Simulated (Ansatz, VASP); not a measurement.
# Li2V in VASP and in Ansatz

```
CELL_PARAMETERS angstrom
-1.23277 1.23277 7.40908
1.23277 -1.23277 7.40908
1.23277 1.23277 -7.40908
ATOMIC_POSITIONS crystal
Li 0.66248 0.66248 0.00000
Li 0.33752 0.33752 0.00000
V 0.00000 0.00000 0.00000
```

Alike in both runs: functional PBE; k mesh 6 × 6 × 6; occupations gaussian, width 0.1 eV; collinear spin.

Ansatz relaxed the structure, and its values are those at the end. VASP's run is a single point on that final structure, the one shown.

|  | VASP | Ansatz |
| --- | --- | --- |
| version | VASP 6.6.1 | Ansatz 0.2.0 |
| potentials or method | VASP PAW PBE potentials, release 64 (Li_sv, V_sv), cutoff 520 eV | scalar-relativistic, plane waves, PAW |
| valence electrons in the cell | 19 | 19 |

```csv
,VASP,Ansatz,Ansatz less VASP
gap on the k mesh at the Fermi level (eV),none,none,-
net moment per atom (μB),0.14,0.13,-0.001
size of the moment on the site where the two differ most (μB),0.32,0.29,-0.030
```

Site moments also hang on the region over which each program counts them. A gap of «none» marks a metal or a gap that the smearing closes. Ansatz's warnings: cell relax basis refresh.

The k mesh is coarse, so the values compare programs but aren't converged. Noted on VASP's run: the cutoff is short for stress, so the pressure is rough.
